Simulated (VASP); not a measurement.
Write the native input for VASP 6.6.1 that does the following.

- Task: single point
- Functional: PBE
- Potentials or basis: VASP PAW PBE potentials, release 64 (C)
- Cutoff: 520 eV
- k mesh: 34 × 34 × 14
- Occupations: gaussian, width 0.1 eV
- Spin: no spin polarisation
- Dipole correction: no
- Further INCAR settings: ALGO = Normal; EDIFF = 1e-07; NBANDS = 8

The structure of C lies in POSCAR:

```
C
1.0
    1.6245746787      0.0000000000      0.0000000000
    0.0000000000      1.6245746787      0.0000000000
    0.0000000000      0.0000000000      3.9360516112
C
1
Direct
    0.5000000000      0.5000000000      0.0000000000
```

The cell was generated, and may not be a known phase.

These files were run (other wordings do the same):

INCAR

```
SYSTEM = C
ALGO = Normal
EDIFF = 1E-7
ENCUT = 520
GGA = PE
ISIF = 2
ISMEAR = 0
LASPH = .TRUE.
LCHARG = .FALSE.
LREAL = .FALSE.
LWAVE = .FALSE.
NBANDS = 8
NELM = 60
PREC = Accurate
SIGMA = 0.1
```

KPOINTS

```
k-points
0
G
  34 34 14
  0 0 0
```

Potentials or basis: VASP PAW PBE potentials, release 64 (C).

Launch:

```console
$ cat potpaw_PBE.64/C/POTCAR > POTCAR
$ mpirun -np 1 vasp_std > vasp.out
```

Results of the run:

```yaml
Pressure: 0.2 GPa
Band_gap_on_the_k_mesh: zero (bands 2 and 3 overlap by 2.55 eV)
```

Run time: 100 s on 1 thread of Intel Xeon 8259CL, on a shared host, peak memory 0.2 GiB.
